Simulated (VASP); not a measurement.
A run of VASP 6.6.1 is set up as follows.

INCAR

```
SYSTEM = MgS
ALGO     = Normal         ! electronic algorithm
EDIFF    = 1E-6           ! SCF threshold, eV
ENCUT    = 600            ! plane-wave cutoff, eV
GGA      = PS             ! functional
GGA_COMPAT= .False.      
ISIF     = 2              ! what is computed and relaxed
ISMEAR   = 0              ! smearing method
LASPH    = .True.         ! aspherical terms in the spheres
LCHARG   = .False.        ! write CHGCAR
LREAL    = .False.        ! projectors in reciprocal space
LWAVE    = .False.        ! write WAVECAR
NBANDS   = 16             ! bands
NELM     = 120            ! most SCF steps
PREC     = Accurate       ! precision mode
SIGMA    = 0.01           ! smearing width, eV
```

Contents of KPOINTS:

```
k-points
0
Gamma
  6 6 4
  0 0 0
```

The input POSCAR:

```
MgS
1.0
    4.0287907835      0.0000000000      0.0000000000
   -2.0143953918      3.4890351651      0.0000000000
    0.0000000000      0.0000000000      6.4152052795
Mg S
2 2
Direct
    0.6666666667      0.3333333333      0.4962632512
    0.3333333333      0.6666666667      0.9962632512
    0.3333333333      0.6666666667      0.3787357488
    0.6666666667      0.3333333333      0.8787357488
```

Potentials or basis: VASP PAW PBE potentials, release 64 (Mg, S).

The run is started by

```bash
$ cat potpaw_PBE.64/Mg/POTCAR potpaw_PBE.64/S/POTCAR > POTCAR
$ mpirun -np 1 vasp_std > vasp.out
```

Question: Predict the pressure.

Answer: -0.1 GPa.

Question: Estimate the band gap on the k mesh.

Answer: 3.30 eV, direct.

Forces in eV/Å, atoms in the order of the input:
```
Mg   0.000  0.000  0.003
Mg   0.000  0.000  0.003
S    0.000  0.000 -0.003
S    0.000  0.000 -0.003
```

Caveat: the PAW data sets were made with another functional, which shifts forces and pressure a little. Expect the measured gap to be larger: semilocal functionals such as PBEsol lack the derivative discontinuity.
